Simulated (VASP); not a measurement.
Runs of VASP 6.6.1 on AlNi. The structure is that of space group Pm-3m (No. 221), or close to it. The cells are those of the table. 

```tsv
cell	gap on the mesh (eV)	pressure (GPa)	moment (μB)
a = 2.910, b = 2.910, c = 2.881 Å, 2 atoms	none	-0.9	0.00
a = 2.795, b = 2.795, c = 2.881 Å, 2 atoms	none	13.9	0.00
a = 2.852, b = 2.852, c = 2.881 Å, 2 atoms	none	5.8	0.00
a = 2.881 Å, 2 atoms	none	2.3	0.00
a = 2.823, b = 2.823, c = 2.881 Å, 2 atoms	none	(b)	0.00
a = 2.939, b = 2.939, c = 2.881 Å, 2 atoms	none	(a)	0.00
```

Alike in all rows: task single point; level PBE; potentials or basis VASP PAW PBE potentials, release 64 (Al, Ni); spin collinear, ferromagnetic start; k mesh 12 × 12 × 12; cutoff (eV) 520; smearing fermi-dirac 0.15 eV.

Task: Fill in the values left out.

Result: (a) -3.8; (b) 9.7.

Caveats: the cell stands under pressure (at least some runs); the cell stands under tension (at least some runs).

A gap of «none» marks levels without a gap at the run's occupations.
